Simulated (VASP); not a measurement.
# NaCl (Pm-3m) in VASP: a series of runs

NaCl is run at these levels: PBE; tasks: single point.

All numbers are computed with VASP 6.6.1; they aren't measurements. Logs are shortened: lines on timing, memory, paths and dates and some standing lists are left out, and cuts for length are marked.

## (1) The cell of the first run

Symmetry: Pm-3m, No. 221, cubic system. Conventional cell: a = 2.879 Å, b = 2.879 Å, c = 2.879 Å, α = 90.00°, β = 90.00°, γ = 90.00°. Na (site symmetry m-3m) has 8 Cl at 2.49 Å and 6 Na at 2.88 Å within 3.3 Å. Within 3.3 Å of Cl (site symmetry m-3m) lie 8 Na at 2.49 Å and 6 Cl at 2.88 Å.

## (2) Single point, PBE (volume scaled by 1.02)

Contents of INCAR:

```
PREC = Accurate
ENCUT = 500
EDIFF = 1E-6
ISMEAR = -1
SIGMA = 0.02
LREAL = F
LASPH = T
NELM = 120
ALGO = Normal
ISIF = 2
LWAVE = F
LCHARG = F
GGA = PE
NBANDS = 14
GGA_COMPAT = F
```

Contents of KPOINTS:

```
regular mesh
0
Gamma
  8 8 8
```

Contents of POSCAR:

```
NaCl
1.0
    2.8789409493      0.0000000000      0.0000000000
    0.0000000000      2.8789409493      0.0000000000
    0.0000000000      0.0000000000      2.8789409493
Na Cl
1 1
Direct
    0.0000000000      0.0000000000      0.0000000000
    0.5000000000      0.5000000000      0.5000000000
```

Potentials or basis: VASP PAW PBE potentials, release 64 (Na_pv, Cl).

Launch:

```
$ cat potpaw_PBE.64/Na_pv/POTCAR potpaw_PBE.64/Cl/POTCAR > POTCAR
$ mpirun -np 1 vasp_std > vasp.out
```

OUTCAR:

```text
PREC = Accurate
   ENCUT = 500
   EDIFF = 1E-6
   ISMEAR = -1
   LREAL = F
   LASPH = T
   NELM = 120
   ISIF = 2
   GGA = PE

 ion  position               nearest neighbor table
   1  0.000  0.000  0.000-   2 2.49   2 2.49   2 2.49   2 2.49   2 2.49   2 2.49   2 2.49   2 2.49

   2  0.500  0.500  0.500-   1 2.49   1 2.49   1 2.49   1 2.49   1 2.49   1 2.49   1 2.49   1 2.49

  LATTYP: Found a simple cubic cell.
 ALAT       =     2.8789409493

  Lattice vectors:

 A1 = (   2.8789409493,   0.0000000000,   0.0000000000)
 A2 = (   0.0000000000,   2.8789409493,   0.0000000000)
 A3 = (   0.0000000000,   0.0000000000,   2.8789409493)

Analysis of symmetry for initial positions (statically):
=====================================================================
 Subroutine PRICEL returns:
 Original cell was already a primitive cell.

 Routine SETGRP: Setting up the symmetry group for a
 simple cubic supercell.

 Subroutine GETGRP returns: Found 48 space group operations
 (whereof 48 operations were pure point group operations)
 out of a pool of 48 trial point group operations.

The static configuration has the point symmetry O_h .

Analysis of symmetry for dynamics (positions and initial velocities):
=====================================================================
 Subroutine PRICEL returns:
 Original cell was already a primitive cell.

 Routine SETGRP: Setting up the symmetry group for a
 simple cubic supercell.

 Subroutine GETGRP returns: Found 48 space group operations
 (whereof 48 operations were pure point group operations)
 out of a pool of 48 trial point group operations.

The dynamic configuration has the point symmetry O_h .

 Subroutine INISYM returns: Found 48 space group operations
 (whereof 48 operations are pure point group operations),
 and found     1 'primitive' translations

----------------------------------------------------------------------------------------

                                     Primitive cell

  volume of cell :      23.8615

  direct lattice vectors                    reciprocal lattice vectors
     2.878940949  0.000000000  0.000000000     0.347349952  0.000000000  0.000000000
     0.000000000  2.878940949  0.000000000     0.000000000  0.347349952  0.000000000
     0.000000000  0.000000000  2.878940949     0.000000000  0.000000000  0.347349952

  length of vectors
     2.878940949  2.878940949  2.878940949     0.347349952  0.347349952  0.347349952

  position of ions in fractional coordinates (direct lattice)
     0.000000000  0.000000000  0.000000000
     0.500000000  0.500000000  0.500000000

  ion indices of the primitive-cell ions
   primitive index   ion index
                 1           1
                 2           2

----------------------------------------------------------------------------------------

 KPOINTS: regular mesh

Automatic generation of k-mesh.
 Grid dimensions read from file:
 generate k-points for:    8    8    8

 Generating k-lattice:

  Cartesian coordinates                     Fractional coordinates (reciprocal lattice)
     0.043418744  0.000000000  0.000000000     0.125000000  0.000000000  0.000000000
     0.000000000  0.043418744  0.000000000     0.000000000  0.125000000  0.000000000
     0.000000000  0.000000000  0.043418744     0.000000000  0.000000000  0.125000000

  Length of vectors
     0.043418744  0.043418744  0.043418744

  Shift w.r.t. Gamma in fractional coordinates (k-lattice)
     0.000000000  0.000000000  0.000000000

 Subroutine IBZKPT returns following result:
 ===========================================

 Found     35 irreducible k-points:

 Following reciprocal coordinates:
            Coordinates               Weight
  0.000000  0.000000  0.000000      1.000000
  0.125000  0.000000  0.000000      6.000000
  0.250000  0.000000  0.000000      6.000000
  0.375000  0.000000  0.000000      6.000000
  0.500000  0.000000  0.000000      3.000000
  0.125000  0.125000  0.000000     12.000000
[... 16 lines left out ...]
  0.375000  0.375000  0.125000     24.000000
  0.500000  0.375000  0.125000     24.000000
 [... further k-points ...]
   k-points           NKPTS =     35   k-points in BZ     NKDIM =     35   number of bands    NBANDS=     14
   number of dos      NEDOS =    301   number of ions     NIONS =      2
   total plane-waves  NPLWV =  13824
   dimension x,y,z NGX =    24 NGY =   24 NGZ =   24
   dimension x,y,z NGXF=    48 NGYF=   48 NGZF=   48
   ions per type =               1   1
   NGX,Y,Z   is equivalent  to a cutoff of  13.86, 13.86, 13.86 a.u.
   NGXF,Y,Z  is equivalent  to a cutoff of  27.72, 27.72, 27.72 a.u.
 SYSTEM =  unknown system
   PREC   = accura    normal or accurate (medium, high low for compatibility)
   ISTART =      0    job   : 0-new  1-cont  2-samecut
   ICHARG =      2    charge: 1-file 2-atom 10-const
   ISPIN  =      1    spin polarized calculation?
   LNONCOLLINEAR =      F non collinear calculations
   LSORBIT =      F    spin-orbit coupling
   LASPH  =      T    aspherical Exc in radial PAW
   ENCUT  =  500.0 eV  36.75 Ry    6.06 a.u.   5.25  5.25  5.25*2*pi/ulx,y,z
   NELM   =    120;   NELMIN=  2; NELMDL= -5     # of ELM steps
   EDIFF  = 0.1E-05   stopping-criterion for ELM
   LREAL  =      F    real-space projection
   EDIFFG = 0.1E-04   stopping-criterion for IOM
   NSW    =      0    number of steps for IOM
   IBRION =     -1    ionic relax: 0-MD 1-quasi-New 2-CG
   NFREE  =      0    steps in history (QN), initial steepest desc. (CG)
   ISIF   =      2    stress and relaxation
   ISYM   =      2    0-nonsym 1-usesym 2-fastsym
   POTIM  = 0.5000    time-step for ionic-motion
   TEBEG  =    0.0;   TEEND  =   0.0 temperature during run
   PSTRESS=    0.0 pullay stress
   NELECT =      14.0000    total number of electrons
   NUPDOWN=      -1.0000    fix difference up-down
   EMIN   =  10.00;   EMAX   =-10.00  energy-range for DOS
   EFERMI =   0.00;   METHOD = LEGACY
   ISMEAR =    -1;   SIGMA  =   0.02  broadening in eV -4-tet -1-fermi 0-gaus
   EFERMI_NEDOS =   21; number of points for ismear=-14 and -15
   IALGO  =     38    algorithm
   IMIX   =      4    mixing-type and parameters
     AMIX     =   0.40;   BMIX     =  1.00
     AMIX_MAG =   1.60;   BMIX_MAG =  1.00
  volume/ion in A,a.u.               =      11.93        80.51
  Fermi-wavevector in a.u.,A,eV,Ry     =   1.370518  2.589904 25.556091  1.878320
  Thomas-Fermi vector in A             =   2.496297
   LORBIT       =      0    0 simple, 1 ext, 2 COOP (PROOUT), +10 PAW based schemes
   GGA     = PE    functional components
   LHFCALC =     F    Hartree Fock is set to
   AEXX    =    0.0000 exact exchange contribution
   IVDW    =     0    specifies the selected vdW correction
   LEPSILON=     F    determine dielectric tensor
   LRPA    =     F    only Hartree local field effects (RPA)
 non-spin polarized calculation
  energy-cutoff  :      500.00
  volume of cell :       23.86
 maximum number of plane-waves:       624
 NGX is ok and might be reduce to    24
   NGX = 11   NGY = 11   NGZ = 11

 number of electron      14.0000001 magnetization

 Free energy of the ion-electron system (eV)
  ---------------------------------------------------
  ext. energy  EPLUGINS =         0.00000000
  ---------------------------------------------------
  free energy    TOTEN  =        -4.38267139 eV

  energy without entropy =       -4.38267139  energy(sigma->0) =       -4.38267139

 E-fermi :   6.9069     XC(G=0): -11.2649

 val. band max:        6.5166458095   @ k =   0.5000   0.5000   0.0000
 cond. band min:      11.0104596052   @ k =   0.5000   0.5000   0.0000
 fundamental gap:      4.4938137956
 Fermi energy:         6.9069239688

 k-point     1 :       0.0000    0.0000    0.0000
  band No.  band energies     occupation
      1     -16.1136      2.00000
      2     -16.1136      2.00000
      3     -16.1136      2.00000
      4     -10.2832      2.00000
      5       5.2937      2.00000
      6       5.2937      2.00000
      7       5.2937      2.00000
      8      13.3079      0.00000
      9      13.3079      0.00000
     10      13.7871      0.00000
     11      24.2949      0.00000
     12      24.2949      0.00000
     13      24.2949      0.00000
     14      28.7886      0.00000

 k-point     2 :       0.1250    0.0000    0.0000
  band No.  band energies     occupation
      1     -16.1772      2.00000
      2     -16.1087      2.00000
      3     -16.1087      2.00000
      4     -10.0861      2.00000
      5       4.1603      2.00000
      6       5.3568      2.00000
      7       5.3568      2.00000
      8      13.5504      0.00000
      9      13.8180      0.00000
     10      15.0297      0.00000
     11      23.0532      0.00000
     12      23.0532      0.00000
     13      24.4668      0.00000
     14      27.5807      0.00000

 k-point     3 :       0.2500    0.0000    0.0000
  band No.  band energies     occupation
      1     -16.3233      2.00000
      2     -16.0967      2.00000
      3     -16.0967      2.00000
      4      -9.5739      2.00000
      5       2.1217      2.00000
      6       5.5160      2.00000
      7       5.5160      2.00000
      8      14.2488      0.00000
      9      14.4928      0.00000
     10      17.9484      0.00000
     11      21.1384      0.00000
     12      21.1384      0.00000
     13      24.2520      0.00000
     14      24.9304      0.00000
[... 324 lines left out ...]
 k-point    23 :       0.3750    0.3750    0.1250
  band No.  band energies     occupation
      1     -16.3411      2.00000
      2     -16.3088      2.00000
      3     -16.0973      2.00000
      4      -8.1260      2.00000
      5       1.6106      2.00000
      6       1.7624      2.00000
      7       5.3899      2.00000
      8      12.6067      0.00000
      9      17.2973      0.00000
     10      17.7328      0.00000
     11      18.6098      0.00000
     12      23.1936      0.00000
     13      23.8269      0.00000
     14      27.5694      0.00000

 k-point    24 :       0.5000    0.3750    0.1250
  band No.  band energies     occupation
      1     -16.3653      2.00000
      2     -16.3054      2.00000
      3     -16.0924      2.00000
      4      -7.9675      2.00000
      5       1.1376      2.00000
      6       1.9100      2.00000
      7       5.5150      2.00000
      8      11.9421      0.00000
      9      17.2094      0.00000
     10      17.6833      0.00000
     11      18.6094      0.00000
     12      23.6463      0.00000
     13      24.1364      0.00000
     14      28.0751      0.00000

 [... further k-points ...]
[... 5 lines left out ...]
  --------------------------------------------------------------------------------------
  -------------------------------------------------------------------------------------
  Total        8.9631007      8.9631007      8.9631007     -0.0000000      0.0000000     -0.0000000
  in kB      601.8255017    601.8255017    601.8255017     -0.0000000      0.0000000     -0.0000000
  external PRESSURE =     601.8255017 kB  Pullay stress =       0.0000000 kB

 VOLUME and BASIS-vectors are now :
 -----------------------------------------------------------------------------
  energy-cutoff  :      500.00
  volume of cell :       23.86
      direct lattice vectors                 reciprocal lattice vectors
     2.878940949  0.000000000  0.000000000     0.347349952  0.000000000  0.000000000
     0.000000000  2.878940949  0.000000000     0.000000000  0.347349952  0.000000000
     0.000000000  0.000000000  2.878940949     0.000000000  0.000000000  0.347349952

 POSITION                                       TOTAL-FORCE (eV/Angst)
 -----------------------------------------------------------------------------------
      0.00000      0.00000      0.00000         0.000000      0.000000      0.000000
      1.43947      1.43947      1.43947         0.000000      0.000000      0.000000
 -----------------------------------------------------------------------------------
    total drift:                                0.000000     -0.000000     -0.000000

  FREE ENERGIE OF THE ION-ELECTRON SYSTEM (eV)
  ---------------------------------------------------
  free  energy   TOTEN  =        -4.3826713945 eV

  energy  without entropy=       -4.3826713945  energy(sigma->0) =       -4.38267139
```

It took 6.8 s on 1 thread of Intel Xeon Platinum 8488C (Sapphire Rapids), shared host; peak memory 0.13 GiB.

Results:

```
Free energy            : -4.3827 eV
Pressure               : 60.2 GPa
Band gap on the k mesh : 4.49 eV, direct
```

Levels at points of the mesh, in eV from the valence-band top:
```
           k point  band 4  band 5  band 6  band 7  band 8  band 9  band 10  band 11
(0.00, 0.00, 0.00)  -16.80   -1.22   -1.22   -1.22    6.79    6.79     7.27    17.78
(0.50, 0.00, 0.00)  -15.22   -6.72   -0.76   -0.76    9.21    9.36    12.75    12.75
(0.50, 0.50, 0.00)  -14.49   -5.21   -5.21    0.00    4.49   10.73    12.83    12.83
(0.50, 0.50, 0.50)  -13.33   -4.64   -4.64   -4.64    6.40    6.40     6.40    16.91
```

(Continued in part 2 of 2.)
